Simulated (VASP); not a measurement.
Input of a VASP 6.6.1 run:

The input INCAR:

```
SYSTEM = SnTe
  PREC = Accurate
  ENCUT = 520
  EDIFF = 1E-6
  ISMEAR = -1
  SIGMA = 0.02
  LREAL = .FALSE.
  LASPH = .TRUE.
  NELM = 80
  ALGO = Normal
  ISIF = 2
  LWAVE = .FALSE.
  LCHARG = .TRUE.
  GGA = PE
  LELF = .TRUE.
  LVHAR = .TRUE.
  NBANDS = 17
```

Contents of KPOINTS:

```
regular mesh
0
G
  8 8 8
  0 0 0
```

The input POSCAR:

```
SnTe
1.0
    0.0000000000      3.1893303454      3.1574370420
    3.1893303454      0.0000000000      3.1574370420
    3.1893303454      3.1893303454      0.0000000000
Sn Te
1 1
Direct
    0.0000000000      0.0000000000      0.0000000000
    0.5000000000      0.5000000000      0.5000000000
```

Potentials or basis: VASP PAW PBE potentials, release 64 (Sn_d, Te).

Command:

```console
$ cat potpaw_PBE.64/Sn_d/POTCAR potpaw_PBE.64/Te/POTCAR > POTCAR
$ mpirun -np 1 vasp_std > vasp.out
```

**Question.** What does it give for the pressure?

**Answer.** 1.0 GPa.

**Question.** Estimate the band gap on the k mesh.

**Answer.** 0.02 eV.

Stress tensor (GPa, compression positive):
```
0.59 0.00 0.00
0.00 0.59 0.00
0.00 0.00 1.82
```

Caveat: the cell differs from its parent crystal (uniaxial z strain -1.0%); spin-orbit coupling is left out, which moves the levels of the heavy elements. A k mesh can miss the band edges.
